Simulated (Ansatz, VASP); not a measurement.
**Two plane-wave programs on AlCo3**

Contents of POSCAR:

```
AlCo3
1.0
    3.5749480000      0.0000000000      0.0000000000
    0.0000000000      3.5749480000      0.0000000000
    0.0000000000      0.0000000000      3.5749480000
Al Co
1 3
Direct
    0.0000000000      0.0000000000      0.0000000000
    0.5000000000      0.5000000000      0.0000000000
    0.5000000000      0.0000000000      0.5000000000
    0.0000000000      0.5000000000      0.5000000000
```

The input INCAR.step1:

```
SYSTEM = AlCo3
PREC = Accurate
ENCUT = 520
ISMEAR = 1
SIGMA = 0.1
LREAL = .False.
LASPH = .True.
NELM = 150
ISPIN = 2
MAGMOM = 0 1.76 1.76 1.76
LMAXMIX = 4
NBANDS = 27
GGA = PE
ALGO = Normal
EDIFF = 1E-4
LWAVE = .True.
LCHARG = .False.
```

INCAR.step2

```
SYSTEM = AlCo3
PREC = Accurate
ENCUT = 520
EDIFF = 1E-6
ISMEAR = 1
SIGMA = 0.1
LREAL = .False.
LASPH = .True.
NELM = 150
ALGO = Normal
ISIF = 2
LWAVE = .False.
LCHARG = .False.
ISPIN = 2
MAGMOM = 0 1.76 1.76 1.76
LORBIT = 11
LMAXMIX = 4
METAGGA = R2SCAN
LMIXTAU = .True.
NBANDS = 27
ISTART = 1
```

Contents of KPOINTS:

```
Automatic mesh
0
Gamma
  12 12 12
  0 0 0
```

Input for Ansatz:

```yaml
crystal:
  lattice:
    - [3.574948, 0.0, 0.0]
    - [0.0, 3.574948, 0.0]
    - [0.0, 0.0, 3.574948]
  atoms:
    - { symbol: Al, position: [0.0, 0.0, 0.0] }
    - { symbol: Co, position: [0.5, 0.5, 0.0], spin: 1.76 }
    - { symbol: Co, position: [0.5, 0.0, 0.5], spin: 1.76 }
    - { symbol: Co, position: [0.0, 0.5, 0.5], spin: 1.76 }
basis:
  ecutwfc: 500
kpoints:
  mp_grid: { grid: [12, 12, 12] }
hamiltonian:
  xc: r2scan
scf:
  occupations: { method: methfessel_paxton, width: 0.1 }
output:
  forces: true
  stress: true
  eigenvalues: true
  populations: true
magnetization:
  spin_polarized: true
```

Alike in both runs: task single point; functional r2SCAN; k mesh 12 × 12 × 12; occupations methfessel-paxton of order 1, width 0.1 eV; collinear spin.

|  | VASP | Ansatz |
| --- | --- | --- |
| version | VASP 6.6.1 | Ansatz 0.2.0 |
| potentials or method | VASP PAW PBE potentials, release 64 (Al, Co), cutoff 520 eV | scalar-relativistic, plane waves, PAW |
| valence electrons in the cell | 30 | 54 |

VASP gave:

- gap on the k mesh at the Fermi level (eV): none
- pressure (GPa): 1.3
- net moment per atom (μB): 1.12
- size of the moment on the site where the two differ most (μB): 1.57

Q: Which values does Ansatz return?

A: gap on the k mesh at the Fermi level (eV): none; pressure (GPa): 1.5; net moment per atom (μB): 1.13; size of the moment on the site where the two differ most (μB): 1.60.

VASP's potentials were made for PBE, not for r2SCAN. Site moments also hang on the region over which each program counts them. A gap of «none» marks a metal or a gap that the smearing closes. VASP's potentials hold 30 valence electrons a cell and Ansatz's 54, so a difference there can come from the potentials and not from the codes. Ansatz's warnings: stability check not made.
